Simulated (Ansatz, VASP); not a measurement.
**PbSe: VASP beside Ansatz**

```
Pb Se
1.0
     0.00000    3.45036    3.45036
     3.45036    0.00000    3.45036
     3.45036    3.45036    0.00000
Pb Se
1 1
Direct
  0.98841 0.01159 0.01159
  0.25000 0.25000 0.25000
```

Alike in both runs: task electric field gradients; functional PBE; k mesh 11 × 11 × 11; occupations fermi-dirac, width 0.08 eV; no spin polarisation.

|  | VASP | Ansatz |
| --- | --- | --- |
| version | VASP 6.6.1 | Ansatz 0.2.0 |
| potentials or method | VASP PAW PBE potentials, release 64 (Pb_d, Se), cutoff 520 eV | all-electron PAW with datasets made for the crystal, scalar-relativistic |

```csv
,VASP,Ansatz,Ansatz less VASP
pressure (GPa),0.0,0.0,+0.02
"traceless stress, the component that is largest in VASP (GPa)",0.58,0.57,-0.007
rms of the force components (eV/Å),0.134,0.133,-0.0010
size of Vzz on the site where it differs most (V/Å²),61.8,68.3,+6.55
```

Atom by atom the forces differ by 0.001 eV/Å (rms over components). One of these differences is far larger than is usual between the two programs; its cause wasn't traced. Ansatz ran all-electron here, and VASP with PAW potentials.

Spin-orbit coupling is off throughout.
